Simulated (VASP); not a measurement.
Input of a VASP 6.6.1 run:

INCAR

```
SYSTEM = PbS
PREC = Accurate
ENCUT = 520
EDIFF = 1E-6
ISMEAR = -1
SIGMA = 0.06
LREAL = .FALSE.
LASPH = .TRUE.
NELM = 60
ALGO = Normal
ISIF = 2
LWAVE = .FALSE.
LCHARG = .FALSE.
NBANDS = 17
```

File KPOINTS:

```
regular mesh
0
G
  8 8 8
  0 0 0
```

POSCAR

```
PbS
1.0
    0.0000000000      2.8837260000      2.8837260000
    2.8837260000      0.0000000000      2.8837260000
    2.8837260000      2.8837260000      0.0000000000
Pb S
1 1
Direct
    0.0000000000      0.0000000000      0.0000000000
    0.5000000000      0.5000000000      0.5000000000
```

Potentials or basis: VASP PAW LDA potentials, release 64 (Pb_d, S).

Run with:

```bash
$ cat potpaw_LDA.64/Pb_d/POTCAR potpaw_LDA.64/S/POTCAR > POTCAR
$ mpirun -np 1 vasp_std > vasp.out
```

Q: Predict the pressure.

A: 2.8 GPa.

Q: Predict the band gap on the k mesh.

A: 0.13 eV, direct.

Caveat: spin-orbit coupling is left out, which moves the levels of the heavy elements. A k mesh can miss the band edges.
